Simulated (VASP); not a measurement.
# Yb (Immm) in VASP: single point with PBE

Aim: the single point of Yb with PBE.

Everything below comes from runs of VASP 6.6.1. Logs are shortened: lines on timing, memory, paths and dates and some standing lists are left out, and cuts for length are marked.

**1. The cell of the first run**

The structure is orthorhombic, space group Immm (No. 71). Conventional cell: a = 3.592 Å, b = 3.795 Å, c = 5.224 Å, α = 90.00°, β = 90.00°, γ = 90.00°. Yb (site symmetry mmm) has 12 Yb at 3.59 to 3.80 Å within 4.7 Å.

**2. Single point, PBE (engineering shear strain xz -0.0550, normal strain along z +0.0000)**

Contents of INCAR:

```
SYSTEM = Yb
PREC = Accurate
ENCUT = 520
EDIFF = 1E-6
ISMEAR = 0
SIGMA = 0.15
LREAL = .False.
LASPH = .True.
NELM = 100
ALGO = Fast
ISIF = 2
LWAVE = .False.
LCHARG = .False.
GGA = PE
NBANDS = 18
```

Contents of KPOINTS:

```
regular mesh
0
Gamma
  14 14 14
  0 0 0
```

Contents of POSCAR:

```
Yb
1.0
   -0.0718242098      2.6117894455      2.6117894455
    2.5399652357      0.0000000000      2.5399652357
    2.6117894455      2.6117894455     -0.0718242098
Yb
1
Direct
    0.0000000000      0.0000000000      0.0000000000
```

Potentials or basis: VASP PAW PBE potentials, release 64 (Yb).

On the command line:

```console
cat potpaw_PBE.64/Yb/POTCAR > POTCAR
mpirun -np 1 vasp_std > vasp.out
```

OUTCAR:

```text
SYSTEM = Yb
   PREC = Accurate
   ENCUT = 520
   EDIFF = 1E-6
   ISMEAR = 0
   LREAL = .False.
   LASPH = .True.
   NELM = 100
   ISIF = 2
   GGA = PE

 ion  position               nearest neighbor table
   1  0.000  0.000  0.000-

  LATTYP: Found a body centered orthorhombic cell.
 ALAT       =     3.5920532843
 B/A-ratio  =     1.0565552700
 C/A-ratio  =     1.4542041773

  Lattice vectors:

 A1 = (   2.6117894455,  -2.6117894455,  -0.0718242098)
 A2 = (  -2.6117894455,  -2.6117894455,   0.0718242098)
 A3 = (   0.0718242098,   2.6117894455,  -2.6117894455)

Analysis of symmetry for initial positions (statically):
=====================================================================
 Subroutine PRICEL returns:
 Original cell was already a primitive cell.

 Routine SETGRP: Setting up the symmetry group for a
 body centered orthorhombic supercell.

 Subroutine GETGRP returns: Found  8 space group operations
 (whereof  8 operations were pure point group operations)
 out of a pool of  8 trial point group operations.

The static configuration has the point symmetry D_2h.

Analysis of symmetry for dynamics (positions and initial velocities):
=====================================================================
 Subroutine PRICEL returns:
 Original cell was already a primitive cell.

 Routine SETGRP: Setting up the symmetry group for a
 body centered orthorhombic supercell.

 Subroutine GETGRP returns: Found  8 space group operations
 (whereof  8 operations were pure point group operations)
 out of a pool of  8 trial point group operations.

The dynamic configuration has the point symmetry D_2h.

 Subroutine INISYM returns: Found  8 space group operations
 (whereof  8 operations are pure point group operations),
 and found     1 'primitive' translations

----------------------------------------------------------------------------------------

                                     Primitive cell

  volume of cell :      35.6054

  direct lattice vectors                    reciprocal lattice vectors
    -0.071824210  2.611789445  2.611789445    -0.186315940  0.191439628  0.186315940
     2.539965236  0.000000000  2.539965236     0.196853088 -0.191439628  0.196853088
     2.611789445  2.611789445 -0.071824210     0.186315940  0.191439628 -0.186315940

  length of vectors
     3.694326316  3.592053284  3.694326316     0.325693706  0.337863001  0.325693706

  position of ions in fractional coordinates (direct lattice)
     0.000000000  0.000000000  0.000000000

  ion indices of the primitive-cell ions
   primitive index   ion index
                 1           1

----------------------------------------------------------------------------------------

 KPOINTS: regular mesh

Automatic generation of k-mesh.
 Grid dimensions read from file:
 generate k-points for:   14   14   14

 Generating k-lattice:

  Cartesian coordinates                     Fractional coordinates (reciprocal lattice)
    -0.013308281  0.013674259  0.013308281     0.071428571  0.000000000  0.000000000
     0.014060935 -0.013674259  0.014060935     0.000000000  0.071428571  0.000000000
     0.013308281  0.013674259 -0.013308281     0.000000000  0.000000000  0.071428571

  Length of vectors
     0.023263836  0.024133072  0.023263836

  Shift w.r.t. Gamma in fractional coordinates (k-lattice)
     0.000000000  0.000000000  0.000000000

 Subroutine IBZKPT returns following result:
 ===========================================

 Found    428 irreducible k-points:

 Following reciprocal coordinates:
            Coordinates               Weight
  0.000000  0.000000  0.000000      1.000000
  0.071429  0.000000  0.000000      4.000000
  0.142857  0.000000  0.000000      4.000000
  0.214286  0.000000 -0.000000      4.000000
  0.285714  0.000000  0.000000      4.000000
  0.357143  0.000000 -0.000000      4.000000
[... 16 lines left out ...]
  0.000000  0.142857 -0.000000      4.000000
  0.071429  0.142857 -0.000000      8.000000
 [... further k-points ...]
   k-points           NKPTS =    428   k-points in BZ     NKDIM =    428   number of bands    NBANDS=     18
   number of dos      NEDOS =    301   number of ions     NIONS =      1
   total plane-waves  NPLWV =  21952
   dimension x,y,z NGX =    28 NGY =   28 NGZ =   28
   dimension x,y,z NGXF=    56 NGYF=   56 NGZF=   56
   ions per type =               1
   NGX,Y,Z   is equivalent  to a cutoff of  12.60, 12.96, 12.60 a.u.
   NGXF,Y,Z  is equivalent  to a cutoff of  25.20, 25.92, 25.20 a.u.
 SYSTEM =  Yb
   PREC   = accura    normal or accurate (medium, high low for compatibility)
   ISTART =      0    job   : 0-new  1-cont  2-samecut
   ICHARG =      2    charge: 1-file 2-atom 10-const
   ISPIN  =      1    spin polarized calculation?
   LNONCOLLINEAR =      F non collinear calculations
   LSORBIT =      F    spin-orbit coupling
   LASPH  =      T    aspherical Exc in radial PAW
   ENCUT  =  520.0 eV  38.22 Ry    6.18 a.u.   6.87  6.68  6.87*2*pi/ulx,y,z
   NELM   =    100;   NELMIN=  2; NELMDL= -5     # of ELM steps
   EDIFF  = 0.1E-05   stopping-criterion for ELM
   LREAL  =      F    real-space projection
   EDIFFG = 0.1E-04   stopping-criterion for IOM
   NSW    =      0    number of steps for IOM
   IBRION =     -1    ionic relax: 0-MD 1-quasi-New 2-CG
   NFREE  =      0    steps in history (QN), initial steepest desc. (CG)
   ISIF   =      2    stress and relaxation
   ISYM   =      2    0-nonsym 1-usesym 2-fastsym
   POTIM  = 0.5000    time-step for ionic-motion
   TEBEG  =    0.0;   TEEND  =   0.0 temperature during run
   PSTRESS=    0.0 pullay stress
   NELECT =      24.0000    total number of electrons
   NUPDOWN=      -1.0000    fix difference up-down
   EMIN   =  10.00;   EMAX   =-10.00  energy-range for DOS
   EFERMI =   0.00;   METHOD = LEGACY
   ISMEAR =     0;   SIGMA  =   0.15  broadening in eV -4-tet -1-fermi 0-gaus
   EFERMI_NEDOS =   21; number of points for ismear=-14 and -15
   IALGO  =     68    algorithm
   IMIX   =      4    mixing-type and parameters
     AMIX     =   0.40;   BMIX     =  1.00
     AMIX_MAG =   1.60;   BMIX_MAG =  1.00
  volume/ion in A,a.u.               =      35.61       240.28
  Fermi-wavevector in a.u.,A,eV,Ry     =   1.435401  2.712515 28.033121  2.060376
  Thomas-Fermi vector in A             =   2.554704
   LORBIT       =      0    0 simple, 1 ext, 2 COOP (PROOUT), +10 PAW based schemes
   GGA     = PE    functional components
   LHFCALC =     F    Hartree Fock is set to
   AEXX    =    0.0000 exact exchange contribution
   IVDW    =     0    specifies the selected vdW correction
   LEPSILON=     F    determine dielectric tensor
   LRPA    =     F    only Hartree local field effects (RPA)
 non-spin polarized calculation
 RMM-DIIS sequential band-by-band and
 Gauss-broadening in eV      SIGMA  =   0.15
  energy-cutoff  :      520.00
  volume of cell :       35.61
 maximum number of plane-waves:       981
   NGX = 13   NGY = 13   NGZ = 13

 number of electron      23.9999998 magnetization

 Free energy of the ion-electron system (eV)
  ---------------------------------------------------
  ext. energy  EPLUGINS =         0.00000000
  ---------------------------------------------------
  free energy    TOTEN  =        -3.56544485 eV

  energy without entropy =       -3.55012527  energy(sigma->0) =       -3.55778506

 E-fermi :   1.6235     XC(G=0):  -9.4821

 val. band max:        1.6226932211   @ k =  -0.4286   0.2857  -0.0000
 cond. band min:       1.6263937154   @ k =   0.5000  -0.1429   0.1429
 fundamental gap:      0.0037004943
 Fermi energy:         1.6234845583

 k-point     1 :       0.0000    0.0000    0.0000
  band No.  band energies     occupation
      1     -50.1105      2.00000
      2     -22.2953      2.00000
      3     -22.2922      2.00000
      4     -22.2849      2.00000
      5      -3.5736      2.00000
      6       1.1315      2.00000
[... 10 lines left out ...]
     17       6.6533      0.00000
     18      11.1318      0.00000

 k-point     2 :       0.0714    0.0000    0.0000
  band No.  band energies     occupation
      1     -50.1097      2.00000
      2     -22.3112      2.00000
      3     -22.2950      2.00000
      4     -22.2872      2.00000
      5      -3.4587      2.00000
      6       1.1326      2.00000
[... 10 lines left out ...]
     17       6.5960      0.00000
     18      11.4233      0.00000

 k-point     3 :       0.1429    0.0000    0.0000
  band No.  band energies     occupation
      1     -50.1076      2.00000
      2     -22.3583      2.00000
      3     -22.2997      2.00000
      4     -22.2938      2.00000
      5      -3.1236      2.00000
      6       1.1360      2.00000
[... 10 lines left out ...]
     17       6.5119      0.00000
     18      12.0028      0.00000

 k-point     4 :       0.2143    0.0000   -0.0000
  band No.  band energies     occupation
      1     -50.1045      2.00000
      2     -22.4255      2.00000
      3     -22.3063      2.00000
      4     -22.3031      2.00000
      5      -2.5980      2.00000
      6       1.1422      1.99999
[... 10 lines left out ...]
     17       6.6004      0.00000
     18      11.2636      0.00000

 k-point     5 :       0.2857    0.0000    0.0000
  band No.  band energies     occupation
      1     -50.1011      2.00000
      2     -22.4989      2.00000
      3     -22.3136      2.00000
      4     -22.3135      2.00000
      5      -1.9356      2.00000
      6       1.1506      1.99999
[... 10 lines left out ...]
     17       6.9844      0.00000
     18      10.4331      0.00000

 k-point     6 :       0.3571    0.0000   -0.0000
  band No.  band energies     occupation
      1     -50.0980      2.00000
      2     -22.5639      2.00000
      3     -22.3228      2.00000
      4     -22.3202      2.00000
      5      -1.2242      2.00000
      6       1.1579      1.99999
[... 10 lines left out ...]
     17       7.5527      0.00000
     18       9.7458      0.00000

 k-point     7 :       0.4286    0.0000   -0.0000
  band No.  band energies     occupation
      1     -50.0959      2.00000
      2     -22.6083      2.00000
      3     -22.3293      2.00000
      4     -22.3247      2.00000
      5      -0.6123      2.00000
      6       1.1566      1.99999
[... 10 lines left out ...]
     17       8.0988      0.00000
     18       9.5438      0.00000

 k-point     8 :       0.5000    0.0000    0.0000
  band No.  band energies     occupation
      1     -50.0952      2.00000
      2     -22.6241      2.00000
      3     -22.3316      2.00000
      4     -22.3263      2.00000
      5      -0.3475      2.00000
      6       1.1501      1.99999
[... 10 lines left out ...]
     17       8.3246      0.00000
     18       9.2594      0.00000
[... 229 lines left out ...]
     17       7.5413      0.00000
     18      10.4329      0.00000

 k-point    20 :      -0.2143    0.0714    0.0000
  band No.  band energies     occupation
      1     -50.1025      2.00000
      2     -22.4550      2.00000
      3     -22.3242      2.00000
      4     -22.3057      2.00000
      5      -2.2774      2.00000
      6       1.1466      1.99999
[... 10 lines left out ...]
     17       7.0386      0.00000
     18      11.0952      0.00000

 k-point    21 :      -0.1429    0.0714   -0.0000
  band No.  band energies     occupation
      1     -50.1057      2.00000
      2     -22.3872      2.00000
      3     -22.3131      2.00000
      4     -22.2987      2.00000
      5      -2.8545      2.00000
      6       1.1393      2.00000
[... 10 lines left out ...]
     17       6.7347      0.00000
     18      11.9484      0.00000

 k-point    22 :      -0.0714    0.0714   -0.0000
  band No.  band energies     occupation
      1     -50.1082      2.00000
      2     -22.3342      2.00000
      3     -22.3035      2.00000
      4     -22.2942      2.00000
      5      -3.2567      2.00000
      6       1.1347      2.00000
[... 10 lines left out ...]
     17       6.6293      0.00000
     18      11.8668      0.00000

 k-point    23 :       0.0000    0.1429   -0.0000
  band No.  band energies     occupation
      1     -50.1067      2.00000
      2     -22.3610      2.00000
      3     -22.3041      2.00000
      4     -22.3019      2.00000
      5      -3.0832      2.00000
      6       1.1371      2.00000
[... 10 lines left out ...]
     17       6.3727      0.00000
     18      11.8727      0.00000

 k-point    24 :       0.0714    0.1429   -0.0000
  band No.  band energies     occupation
      1     -50.1070      2.00000
      2     -22.3492      2.00000
      3     -22.3074      2.00000
      4     -22.3026      2.00000
      5      -3.1247      2.00000
      6       1.1364      2.00000
[... 10 lines left out ...]
     17       6.6826      0.00000
     18      12.1033      0.00000

 [... further k-points ...]

------------------------ aborting loop because EDIFF is reached ----------------------------------------

  FORCE on cell =-STRESS in cart. coord.  units (eV):
  Direction    XX          YY          ZZ          XY          YZ          ZX
  --------------------------------------------------------------------------------------
  -------------------------------------------------------------------------------------
  Total        0.0428031      0.0053268      0.0428031      0.0000000      0.0000000      0.2742388
  in kB        1.9260622      0.2396968      1.9260622      0.0000000      0.0000000     12.3402369
  external PRESSURE =       1.3639404 kB  Pullay stress =       0.0000000 kB

 VOLUME and BASIS-vectors are now :
 -----------------------------------------------------------------------------
  energy-cutoff  :      520.00
  volume of cell :       35.61
      direct lattice vectors                 reciprocal lattice vectors
    -0.071824210  2.611789445  2.611789445    -0.186315940  0.191439628  0.186315940
     2.539965236  0.000000000  2.539965236     0.196853088 -0.191439628  0.196853088
     2.611789445  2.611789445 -0.071824210     0.186315940  0.191439628 -0.186315940

 POSITION                                       TOTAL-FORCE (eV/Angst)
 -----------------------------------------------------------------------------------
      0.00000      0.00000      0.00000        -0.000000     -0.000000      0.000000
 -----------------------------------------------------------------------------------
    total drift:                                0.000000     -0.000000     -0.000000

  FREE ENERGIE OF THE ION-ELECTRON SYSTEM (eV)
  ---------------------------------------------------
  free  energy   TOTEN  =        -3.5654448497 eV

  energy  without entropy=       -3.5501252717  energy(sigma->0) =       -3.55778506
```

It took 13 min on 1 thread of Intel Xeon 8259CL, shared host; peak memory 0.42 GiB.

What came out:

| Property | Result |
| --- | --- |
| Free energy | -3.5654 eV |
| Pressure | 0.1 GPa |
| Band gap on the k mesh | zero (bands 12 and 13 overlap by 0.16 eV) |

Caveat: the cell differs from its parent crystal (engineering shear strain xz -0.0550, normal strain along z +0.0000); spin-orbit coupling is left out, which moves the levels of the heavy elements. Spin polarisation is off, so any magnetic state and its effect on volume and gap are missing.
